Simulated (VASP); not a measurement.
A run of VASP 6.6.1 is set up as follows.

The input INCAR:

```
SYSTEM = GeAs2Pt2
ALGO     = Normal         ! electronic algorithm
EDIFF    = 1E-6           ! SCF threshold, eV
ENCUT    = 520            ! plane-wave cutoff, eV
GGA      = PS             ! functional
ISIF     = 2              ! what is computed and relaxed
ISMEAR   = -1             ! smearing method
LASPH    = .True.         ! aspherical terms in the spheres
LCHARG   = .False.        ! write CHGCAR
LREAL    = .False.        ! projectors in reciprocal space
LWAVE    = .False.        ! write WAVECAR
NBANDS   = 30             ! bands
NELM     = 100            ! most SCF steps
PREC     = Accurate       ! precision mode
SIGMA    = 0.03           ! smearing width, eV
```

KPOINTS

```
k-points
0
Gamma
  8 8 8
  0 0 0
```

File POSCAR:

```
GeAs2Pt2
1.0
   -2.0202480868      2.0202480868      5.6562382761
    2.0202480868     -2.0202480868      5.6562382761
    2.0202480868      2.0202480868     -5.6562382761
Ge As Pt
1 2 2
Direct
    0.0000000000      0.0000000000      0.0000000000
    0.7500000000      0.2500000000      0.5000000000
    0.2500000000      0.7500000000      0.5000000000
    0.6150256784      0.6150256784      0.0000000000
    0.3849743216      0.3849743216      0.0000000000
```

Potentials or basis: VASP PAW PBE potentials, release 64 (Ge_d, As, Pt).

The run is started by

```bash
$ cat potpaw_PBE.64/Ge_d/POTCAR potpaw_PBE.64/As/POTCAR potpaw_PBE.64/Pt/POTCAR > POTCAR
$ mpirun -np 1 vasp_std > vasp.out
```

Problem. Predict the band gap on the k mesh.

Solution. Zero (bands 22 and 23 overlap by 2.01 eV).

Problem. Estimate the pressure.

Solution. 0.2 GPa.

Forces on the atoms (eV/Å):
```
Ge   0.000  0.000  0.000
As   0.000  0.000  0.000
As   0.000  0.000  0.000
Pt   0.000  0.000 -0.037
Pt   0.000  0.000  0.037
```

Caveat: the PAW data sets were made with another functional, which shifts forces and pressure a little; spin-orbit coupling is left out, which moves the levels of the heavy elements.
